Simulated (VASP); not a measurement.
Write the native input for VASP 6.6.1 that does the following.

| Quantity | Value |
| --- | --- |
| Task | single point |
| Functional | LDA |
| Potentials or basis | VASP PAW LDA potentials, release 64 (Cu, O) |
| Cutoff | 520 eV |
| k mesh | 7 × 7 × 7 |
| Occupations | fermi-dirac, width 0.05 eV |
| Spin | no spin polarisation |
| Dipole correction | no |
| Further INCAR settings | ALGO = Normal; EDIFF = 1e-07; NBANDS = 34 |

The structure of CuO lies in POSCAR:

```
CuO
1.0
    4.0426850577      0.0000000000      0.0000000000
    0.0000000000      4.0426850577      0.0000000000
    0.0000000000      0.0000000000      3.8071675630
Cu O
3 3
Direct
    0.5000000000      0.0000000000      0.5000000000
    0.0000000000      0.5000000000      0.5000000000
    0.0000000000      0.0000000000      0.0000000000
    0.0000000000      0.0000000000      0.5000000000
    0.5000000000      0.0000000000      0.0000000000
    0.0000000000      0.5000000000      0.0000000000
```

One way to write it, as run:

INCAR

```
ALGO = Normal ; EDIFF = 1E-7
ENCUT = 520 ; GGA = CA
ISIF = 2 ; ISMEAR = -1
LASPH = True ; LCHARG = False
LREAL = False ; LWAVE = False
NBANDS = 34 ; NELM = 100
PREC = Accurate ; SIGMA = 0.05
```

KPOINTS

```
k-points
0
Gamma
  7 7 7
```

Potentials or basis: VASP PAW LDA potentials, release 64 (Cu, O).

Run with:

```bash
$ cat potpaw_LDA.64/Cu/POTCAR potpaw_LDA.64/O/POTCAR > POTCAR
$ mpirun -np 1 vasp_std > vasp.out
```

Results of the run:

```yaml
Pressure: 0.9 GPa
Band_gap_on_the_k_mesh: zero (an odd number of electrons rules out a gap without spin polarisation)
```

Caveat: an odd number of electrons without spin polarisation forces a metal; a magnetic or distorted state may lie lower; semilocal functionals often make such compounds metallic where correlation or magnetic order opens a gap, which also shifts bond lengths.

Wall time 50 s on 1 thread of Intel(R) Xeon(R) 6975P-C (Granite Rapids), on a shared host, peak memory 0.18 GiB.
